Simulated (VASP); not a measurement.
BP, 2 atoms in the cell. The structure is cubic, space group F-43m (No. 216). Conventional cell: a = 4.537 Å, b = 4.537 Å, c = 4.537 Å, α = 90.00°, β = 90.00°, γ = 90.00°. B (site symmetry -43m) has 4 P at 1.96 Å within 2.6 Å. P (site symmetry -43m) has 4 B at 1.96 Å within 2.6 Å. 

```yaml
Program: VASP 6.6.1
Task: single point
Functional: PBE
Potentials_or_basis: VASP PAW PBE potentials, release 64 (B, P)
Cutoff: 520 eV
k_mesh: 6 × 6 × 6
Occupations: gaussian, width 0.01 eV
Spin: no spin polarisation
Dipole_correction: no
Further_INCAR_settings: ALGO = Normal; EDIFF = 1e-06; NBANDS = 11
```

Potentials or basis: VASP PAW PBE potentials, release 64 (B, P).

Command:

```console
$ cat potpaw_PBE.64/B/POTCAR potpaw_PBE.64/P/POTCAR > POTCAR
$ mpirun -np 1 vasp_std > vasp.out
```

Hardware: 1 thread of Intel(R) Xeon(R) 6975P-C (Granite Rapids), with other jobs on the host.

**Question.** Estimate the wall time of this run.

**Answer.** Wall time 2.9 s on 1 thread of Intel(R) Xeon(R) 6975P-C (Granite Rapids), on a shared host, peak memory 0.12 GiB. Counts: scf iterations 13, k points 16.
